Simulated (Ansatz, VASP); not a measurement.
## Two plane-wave programs on Mo

The input INCAR:

```
SYSTEM = Mo
  PREC = Accurate
  ENCUT = 520
  EDIFF = 1E-6
  ISMEAR = 0
  SIGMA = 0.15
  LREAL = .FALSE.
  LASPH = .TRUE.
  NELM = 100
  ALGO = Fast
  ISIF = 2
  LWAVE = .FALSE.
  LCHARG = .FALSE.
  GGA = PE
  NBANDS = 13
```

KPOINTS

```
Automatic mesh
0
G
  22 22 22
  0 0 0
```

File POSCAR:

```
Mo
1.0
   -1.5710000000      1.5710000000      1.7281000000
    1.5710000000     -1.5710000000      1.7281000000
    1.5710000000      1.5710000000     -1.7281000000
Mo
1
Direct
    0.0000000000      0.0000000000      0.0000000000
```

Input for Ansatz:

```yaml
crystal:
  lattice:
    - [-1.571, 1.571, 1.7281]
    - [1.571, -1.571, 1.7281]
    - [1.571, 1.571, -1.7281]
  atoms:
    - { symbol: Mo, position: [0.0, 0.0, 0.0] }
basis:
  ecutwfc: 420
kpoints:
  mp_grid: { grid: [22, 22, 22] }
hamiltonian:
  xc: pbe
scf:
  occupations: { method: gaussian, width: 0.15 }
output:
  forces: true
  stress: true
  eigenvalues: true
```

Change from the starting cell: strain +0.1000 x Voigt [0, 0, 1, 0, 0, 0], atoms carried along.

Alike in both runs: task single point; functional PBE; k mesh 22 × 22 × 22; occupations gaussian, width 0.15 eV; no spin polarisation.

|  | VASP | Ansatz |
| --- | --- | --- |
| version | VASP 6.6.1 | Ansatz 0.2.0 |
| potentials or method | VASP PAW PBE potentials, release 64 (Mo_sv), cutoff 520 eV | scalar-relativistic, plane waves, PAW |
| valence electrons in the cell | 14 | 14 |

```csv
,VASP,Ansatz,Ansatz less VASP
gap on the k mesh at the Fermi level (eV),none,none,-
pressure (GPa),-15.6,-16.0,-0.42
"traceless stress, the component that is largest in VASP (GPa)",-13.76,-13.77,-0.012
```

A gap of «none» marks a metal or a gap that the smearing closes. With one functional, cell and mesh, what is left measures potentials, basis and numerics.
